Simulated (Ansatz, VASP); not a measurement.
**Co3Si: VASP beside Ansatz**

The input INCAR:

```
PREC = Accurate ; ENCUT = 520
EDIFF = 1E-6 ; ISMEAR = 0
SIGMA = 0.15 ; LREAL = F
LASPH = T ; NELM = 60
ALGO = Fast ; ISIF = 2
LWAVE = F ; LCHARG = F
GGA = PS ; NBANDS = 41
```

File KPOINTS:

```
regular mesh
0
Gamma
  12 12 10
```

Contents of POSCAR:

```
Co3Si
1.0
    4.8891302239      0.0000000000      0.0000000000
   -2.4445651119      4.2341109763      0.0000000000
    0.0000000000      0.0000000000      3.9040737741
Co Si
6 2
Direct
    0.1664189026      0.3328378052      0.7500000000
    0.6671621948      0.8335810974      0.7500000000
    0.1664189026      0.8335810974      0.7500000000
    0.8335810974      0.6671621948      0.2500000000
    0.3328378052      0.1664189026      0.2500000000
    0.8335810974      0.1664189026      0.2500000000
    0.6666666667      0.3333333333      0.7788160538
    0.3333333333      0.6666666667      0.2788160538
```

Input for Ansatz:

```yaml
crystal:
  lattice:
    - [4.8891302239, 0.0, 0.0]
    - [-2.4445651119, 4.2341109763, 0.0]
    - [0.0, 0.0, 3.9040737741]
  atoms:
    - { symbol: Co, position: [0.1664189026, 0.3328378052, 0.75] }
    - { symbol: Co, position: [0.6671621948, 0.8335810974, 0.75] }
    - { symbol: Co, position: [0.1664189026, 0.8335810974, 0.75] }
    - { symbol: Co, position: [0.8335810974, 0.6671621948, 0.25] }
    - { symbol: Co, position: [0.3328378052, 0.1664189026, 0.25] }
    - { symbol: Co, position: [0.8335810974, 0.1664189026, 0.25] }
    - { symbol: Si, position: [0.6666666667, 0.3333333333, 0.7788160538] }
    - { symbol: Si, position: [0.3333333333, 0.6666666667, 0.2788160538] }
basis:
  ecutwfc: 420
kpoints:
  mp_grid: { grid: [12, 12, 10] }
hamiltonian:
  xc: pbesol
scf:
  occupations: { method: gaussian, width: 0.15 }
output:
  forces: true
  stress: true
  eigenvalues: true
```

Change from the starting cell: all Si atoms moved +0.113 Å, as atom 7 along Cartesian [0 0 1].

Alike in both runs: task single point; functional PBEsol; k mesh 12 × 12 × 10; occupations gaussian, width 0.15 eV; no spin polarisation.

|  | VASP | Ansatz |
| --- | --- | --- |
| version | VASP 6.6.1 | Ansatz 0.2.0 |
| potentials or method | VASP PAW PBE potentials, release 64 (Co, Si), cutoff 520 eV | scalar-relativistic, plane waves, PAW |
| valence electrons in the cell | 62 | 110 |

|  | VASP | Ansatz | Ansatz less VASP |
| --- | --- | --- | --- |
| gap on the k mesh at the Fermi level (eV) | none | none | - |
| pressure (GPa) | 0.8 | 1.0 | +0.21 |
| traceless stress, the component that is largest in VASP (GPa) | 0.78 | 0.81 | +0.021 |
| rms of the force components (eV/Å) | 0.423 | 0.415 | -0.0078 |

VASP's potentials were made for PBE, not for PBEsol. Atom by atom the forces differ by 0.016 eV/Å (rms over components). A gap of «none» marks a metal or a gap that the smearing closes. VASP's potentials hold 62 valence electrons a cell and Ansatz's 110, so a difference there can come from the potentials and not from the codes.
